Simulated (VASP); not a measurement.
# Tl4Br (Im-3m) in VASP: notebook, part 2 of 2

VASP 6.6.1.

## 3. Single point, PBE

This run uses another cell than the first one, of 40.33 Å³/atom, 1.224 times its volume.

The input, INCAR:

```
SYSTEM = Tl4Br
PREC = Accurate
ENCUT = 520
EDIFF = 1E-6
ISMEAR = 0
SIGMA = 0.1
LREAL = .FALSE.
LASPH = .TRUE.
NELM = 60
ALGO = Normal
ISIF = 2
LWAVE = .FALSE.
LCHARG = .FALSE.
GGA = PE
NBANDS = 38
```

The input, KPOINTS:

```
Automatic mesh
0
G
  8 8 8
  0 0 0
```

The input, POSCAR:

```
Tl4Br
1.0
   -3.6941627227      3.6941627227      3.6941627227
    3.6941627227     -3.6941627227      3.6941627227
    3.6941627227      3.6941627227     -3.6941627227
Tl Br
4 1
Direct
    0.0000000000      0.0000000000      0.5000000000
    0.5000000000      0.0000000000      0.0000000000
    0.0000000000      0.5000000000      0.0000000000
    0.5000000000      0.5000000000      0.5000000000
    0.0000000000      0.0000000000      0.0000000000
```

Potentials or basis: VASP PAW PBE potentials, release 64 (Tl_d, Br).

Run with:

```
> cat potpaw_PBE.64/Tl_d/POTCAR potpaw_PBE.64/Br/POTCAR > POTCAR
> mpirun -np 1 vasp_std > vasp.out
```

OUTCAR:

```text
SYSTEM = Tl4Br
   PREC = Accurate
   ENCUT = 520
   EDIFF = 1E-6
   ISMEAR = 0
   LREAL = .FALSE.
   LASPH = .TRUE.
   NELM = 60
   ISIF = 2
   GGA = PE

 ion  position               nearest neighbor table
   1  0.000  0.000  0.500-   5 3.20   5 3.20   4 3.69   2 3.69   3 3.69   3 3.69   2 3.69   4 3.69

   2  0.500  0.000  0.000-   5 3.20   5 3.20   4 3.69   1 3.69   4 3.69   3 3.69   1 3.69   3 3.69

   3  0.000  0.500  0.000-   5 3.20   5 3.20   4 3.69   1 3.69   2 3.69   1 3.69   4 3.69   2 3.69

   4  0.500  0.500  0.500-   5 3.20   5 3.20   3 3.69   1 3.69   2 3.69   3 3.69   1 3.69   2 3.69

   5  0.000  0.000  0.000-   1 3.20   2 3.20   3 3.20   4 3.20   1 3.20   3 3.20   2 3.20   4 3.20

  LATTYP: Found a body centered cubic cell.
 ALAT       =     7.3883254454

  Lattice vectors:

 A1 = (  -3.6941627227,   3.6941627227,   3.6941627227)
 A2 = (   3.6941627227,  -3.6941627227,   3.6941627227)
 A3 = (   3.6941627227,   3.6941627227,  -3.6941627227)

Analysis of symmetry for initial positions (statically):
=====================================================================
 Subroutine PRICEL returns:
 Original cell was already a primitive cell.

 Routine SETGRP: Setting up the symmetry group for a
 body centered cubic supercell.

 Subroutine GETGRP returns: Found 48 space group operations
 (whereof 48 operations were pure point group operations)
 out of a pool of 48 trial point group operations.

The static configuration has the point symmetry O_h .

Analysis of symmetry for dynamics (positions and initial velocities):
=====================================================================
 Subroutine PRICEL returns:
 Original cell was already a primitive cell.

 Routine SETGRP: Setting up the symmetry group for a
 body centered cubic supercell.

 Subroutine GETGRP returns: Found 48 space group operations
 (whereof 48 operations were pure point group operations)
 out of a pool of 48 trial point group operations.

The dynamic configuration has the point symmetry O_h .

 Subroutine INISYM returns: Found 48 space group operations
 (whereof 48 operations are pure point group operations),
 and found     1 'primitive' translations

----------------------------------------------------------------------------------------

                                     Primitive cell

  volume of cell :     201.6546

  direct lattice vectors                    reciprocal lattice vectors
    -3.694162723  3.694162723  3.694162723     0.000000000  0.135348667  0.135348667
     3.694162723 -3.694162723  3.694162723     0.135348667  0.000000000  0.135348667
     3.694162723  3.694162723 -3.694162723     0.135348667  0.135348667  0.000000000

  length of vectors
     6.398477527  6.398477527  6.398477527     0.191411920  0.191411920  0.191411920

  position of ions in fractional coordinates (direct lattice)
     0.000000000  0.000000000  0.500000000
     0.500000000  0.000000000  0.000000000
     0.000000000  0.500000000  0.000000000
     0.500000000  0.500000000  0.500000000
     0.000000000  0.000000000  0.000000000

[... 28 lines left out ...]

 Subroutine IBZKPT returns following result:
 ===========================================

 Found     29 irreducible k-points:

 Following reciprocal coordinates:
            Coordinates               Weight
  0.000000  0.000000  0.000000      1.000000
  0.125000  0.000000  0.000000     12.000000
  0.250000  0.000000  0.000000     12.000000
  0.375000  0.000000  0.000000     12.000000
  0.500000  0.000000  0.000000      6.000000
  0.125000  0.125000  0.000000     24.000000
[... 16 lines left out ...]
 -0.250000  0.250000  0.250000      6.000000
 -0.375000  0.375000  0.250000     24.000000
 [... further k-points ...]
   k-points           NKPTS =     29   k-points in BZ     NKDIM =     29   number of bands    NBANDS=     38
   number of dos      NEDOS =    301   number of ions     NIONS =      5
   total plane-waves  NPLWV = 110592
   dimension x,y,z NGX =    48 NGY =   48 NGZ =   48
   dimension x,y,z NGXF=    96 NGYF=   96 NGZF=   96
   ions per type =               4   1
   NGX,Y,Z   is equivalent  to a cutoff of  12.47, 12.47, 12.47 a.u.
   NGXF,Y,Z  is equivalent  to a cutoff of  24.94, 24.94, 24.94 a.u.
 SYSTEM =  Tl4Br
   PREC   = accura    normal or accurate (medium, high low for compatibility)
   ISTART =      0    job   : 0-new  1-cont  2-samecut
   ICHARG =      2    charge: 1-file 2-atom 10-const
   ISPIN  =      1    spin polarized calculation?
   LNONCOLLINEAR =      F non collinear calculations
   LSORBIT =      F    spin-orbit coupling
   LASPH  =      T    aspherical Exc in radial PAW
   ENCUT  =  520.0 eV  38.22 Ry    6.18 a.u.  11.90 11.90 11.90*2*pi/ulx,y,z
   NELM   =     60;   NELMIN=  2; NELMDL= -5     # of ELM steps
   EDIFF  = 0.1E-05   stopping-criterion for ELM
   LREAL  =      F    real-space projection
   EDIFFG = 0.1E-04   stopping-criterion for IOM
   NSW    =      0    number of steps for IOM
   IBRION =     -1    ionic relax: 0-MD 1-quasi-New 2-CG
   NFREE  =      0    steps in history (QN), initial steepest desc. (CG)
   ISIF   =      2    stress and relaxation
   ISYM   =      2    0-nonsym 1-usesym 2-fastsym
   POTIM  = 0.5000    time-step for ionic-motion
   TEBEG  =    0.0;   TEEND  =   0.0 temperature during run
   PSTRESS=    0.0 pullay stress
   NELECT =      59.0000    total number of electrons
   NUPDOWN=      -1.0000    fix difference up-down
   EMIN   =  10.00;   EMAX   =-10.00  energy-range for DOS
   EFERMI =   0.00;   METHOD = LEGACY
   ISMEAR =     0;   SIGMA  =   0.10  broadening in eV -4-tet -1-fermi 0-gaus
   EFERMI_NEDOS =   21; number of points for ismear=-14 and -15
   IALGO  =     38    algorithm
   IMIX   =      4    mixing-type and parameters
     AMIX     =   0.40;   BMIX     =  1.00
     AMIX_MAG =   1.60;   BMIX_MAG =  1.00
  volume/ion in A,a.u.               =      40.33       272.17
  Fermi-wavevector in a.u.,A,eV,Ry     =   1.086816  2.053785 16.070789  1.181170
  Thomas-Fermi vector in A             =   2.222962
   LORBIT       =      0    0 simple, 1 ext, 2 COOP (PROOUT), +10 PAW based schemes
   GGA     = PE    functional components
   LHFCALC =     F    Hartree Fock is set to
   AEXX    =    0.0000 exact exchange contribution
   IVDW    =     0    specifies the selected vdW correction
   LEPSILON=     F    determine dielectric tensor
   LRPA    =     F    only Hartree local field effects (RPA)
 non-spin polarized calculation
 Gauss-broadening in eV      SIGMA  =   0.10
  energy-cutoff  :      520.00
  volume of cell :      201.65
 maximum number of plane-waves:      5462
   NGX = 23   NGY = 23   NGZ = 23

 number of electron      59.0000017 magnetization

 Free energy of the ion-electron system (eV)
  ---------------------------------------------------
  ext. energy  EPLUGINS =         0.00000000
  ---------------------------------------------------
  free energy    TOTEN  =       -10.88092300 eV

  energy without entropy =      -10.86661211  energy(sigma->0) =      -10.87376756

 E-fermi :   3.5997     XC(G=0):  -8.2145

 val. band max:        3.5942376842   @ k =   0.1250   0.1250   0.0000
 cond. band min:       3.6250560092   @ k =   0.1250   0.1250   0.0000
 fundamental gap:      0.0308183250
 Fermi energy:         3.5996532476

 k-point     1 :       0.0000    0.0000    0.0000
  band No.  band energies     occupation
      1     -12.8615      2.00000
      2      -8.5124      2.00000
      3      -8.5124      2.00000
      4      -8.3845      2.00000
      5      -8.3845      2.00000
      6      -8.3845      2.00000
[... 973 lines left out ...]
     37       8.1659      0.00000
     38       8.6885      0.00000

 [... further k-points ...]

------------------------ aborting loop because EDIFF is reached ----------------------------------------

  FORCE on cell =-STRESS in cart. coord.  units (eV):
  Direction    XX          YY          ZZ          XY          YZ          ZX
  --------------------------------------------------------------------------------------
  -------------------------------------------------------------------------------------
  Total       -0.0439961     -0.0439961     -0.0439961     -0.0000000     -0.0000000      0.0000000
  in kB       -0.3495558     -0.3495558     -0.3495558     -0.0000000     -0.0000000      0.0000000
  external PRESSURE =      -0.3495558 kB  Pullay stress =       0.0000000 kB

 VOLUME and BASIS-vectors are now :
 -----------------------------------------------------------------------------
  energy-cutoff  :      520.00
  volume of cell :      201.65
      direct lattice vectors                 reciprocal lattice vectors
    -3.694162723  3.694162723  3.694162723     0.000000000  0.135348667  0.135348667
     3.694162723 -3.694162723  3.694162723     0.135348667  0.000000000  0.135348667
     3.694162723  3.694162723 -3.694162723     0.135348667  0.135348667  0.000000000

 POSITION                                       TOTAL-FORCE (eV/Angst)
 -----------------------------------------------------------------------------------
      1.84708      1.84708     -1.84708        -0.000000     -0.000000     -0.000000
     -1.84708      1.84708      1.84708        -0.000000      0.000000     -0.000000
      1.84708     -1.84708      1.84708         0.000000      0.000000      0.000000
      1.84708      1.84708      1.84708         0.000000      0.000000      0.000000
      0.00000      0.00000      0.00000        -0.000000     -0.000000     -0.000000
 -----------------------------------------------------------------------------------
    total drift:                                0.000000      0.000000     -0.000000

  FREE ENERGIE OF THE ION-ELECTRON SYSTEM (eV)
  ---------------------------------------------------
  free  energy   TOTEN  =       -10.8809229997 eV

  energy  without entropy=      -10.8666121130  energy(sigma->0) =      -10.87376756
```

Wall time 4.3 min (1 thread of Oxide Virtual Turin-like, shared host); peak memory 0.39 GiB.

Results:

- Free energy: -10.8809 eV
- Pressure: 0.0 GPa

Caveat: spin-orbit coupling is left out, which moves the levels of the heavy elements; an odd number of electrons without spin polarisation forces a metal; a magnetic or distorted state may lie lower.

## 4. Relaxation of cell and atoms, PBE

This run uses another cell than the first one, of 39.57 Å³/atom, 1.200 times its volume.

The input, INCAR:

```
ALGO = Normal
EDIFF = 1E-6
EDIFFG = -0.01
ENCUT = 600
GGA = PE
IBRION = 2
ISIF = 3
ISMEAR = 0
LASPH = T
LCHARG = F
LREAL = F
LWAVE = F
NELM = 100
NSW = 100
PREC = Accurate
SIGMA = 0.1
```

The input, KPOINTS:

```
k-points
0
Gamma
  8 8 8
```

POSCAR, as its differences from that of step 3:

```diff
@@ -2,5 +2,5 @@
 1.0
-   -3.6941627227      3.6941627227      3.6941627227
-    3.6941627227     -3.6941627227      3.6941627227
-    3.6941627227      3.6941627227     -3.6941627227
+   -3.6706483411      3.6706483411      3.6706483411
+    3.6706483411     -3.6706483411      3.6706483411
+    3.6706483411      3.6706483411     -3.6706483411
 Tl Br
```

Run with:

```
> cat potpaw_PBE.64/Tl_d/POTCAR potpaw_PBE.64/Br/POTCAR > POTCAR
> mpirun -np 1 vasp_std > vasp.out
```

It took 11 min on 1 thread of Oxide Virtual Turin-like, shared host; peak memory 0.5 GiB.

The run converged. Its results:

| Item | Value |
| --- | --- |
| Free energy | -10.8805 eV |
| Relaxed volume | 40.29 Å³/atom |
| Relaxed cell | a = 6.396 Å, b = 6.396 Å, c = 6.396 Å, α = 109.47°, β = 109.47°, γ = 109.47° |
| Space group after relaxing (to 0.05 Å) | Im-3m (No. 229) |
| Energy gained by relaxing | 0.7 meV/atom |
| Ionic steps | 3 |
| Pressure after relaxing | 0.0 GPa |

Step by step:
```tsv
step	energy change (eV)	largest force (eV/Å)	pressure (GPa)	volume (Å³)
1	0.0000	0.0000	0.31	197.83
2	-0.0031	0.0000	0.13	200.04
3	-0.0037	0.0000	0.01	201.44
```

Final structure:
```
CELL_PARAMETERS angstrom
-3.69286 3.69286 3.69286
3.69286 -3.69286 3.69286
3.69286 3.69286 -3.69286
ATOMIC_POSITIONS crystal
Tl 0.00000 0.00000 0.50000
Tl 0.50000 0.00000 0.00000
Tl 0.00000 0.50000 0.00000
Tl 0.50000 0.50000 0.50000
Br 0.00000 0.00000 0.00000
```

Levels at points of the mesh, in eV from the Fermi level:
```
           k point  band 26  band 27  band 28  band 29  band 30  band 31  band 32  band 33  band 34  band 35
(0.00, 0.00, 0.00)    -5.23    -5.23    -5.23    -0.45    -0.45    -0.45     1.75     1.75     1.75     3.37
(0.50, 0.00, 0.00)    -5.14    -3.23    -3.04    -0.57    -0.17     0.92     1.08     1.41     2.01     2.63
(0.50, 0.50, 0.50)    -2.98    -2.98    -2.98    -2.09    -2.09    -0.48     0.63     0.63     0.63     5.07
```

Caveat: spin-orbit coupling is left out, which moves the levels of the heavy elements; an odd number of electrons without spin polarisation forces a metal; a magnetic or distorted state may lie lower.

## 5. Summary

```csv
task,cell,k mesh,cutoff (eV),gap on the mesh (eV),pressure (GPa),relaxed volume (Å³/atom)
relaxation of cell and atoms,"relaxed from a = 5.982 Å, angles 109.5°, 5 atoms",4 × 4 × 4,600,none,0.0,40.20
single point,"a = 6.398 Å, angles 109.5°, 5 atoms",8 × 8 × 8,520,none,0.0,-
relaxation of cell and atoms,"relaxed from a = 6.358 Å, angles 109.5°, 5 atoms",8 × 8 × 8,600,none,0.0,40.29
```

Alike in all rows: level PBE; potentials or basis VASP PAW PBE potentials, release 64 (Tl_d, Br); no spin polarisation; smearing gaussian 0.1 eV.

Caveats: spin-orbit coupling is left out, which moves the levels of the heavy elements; an odd number of electrons without spin polarisation forces a metal; a magnetic or distorted state may lie lower; the volume moved by over 15 % at a fixed basis, so the end points are rough (some runs).

Absolute energies hang on the potentials; compare differences alone.
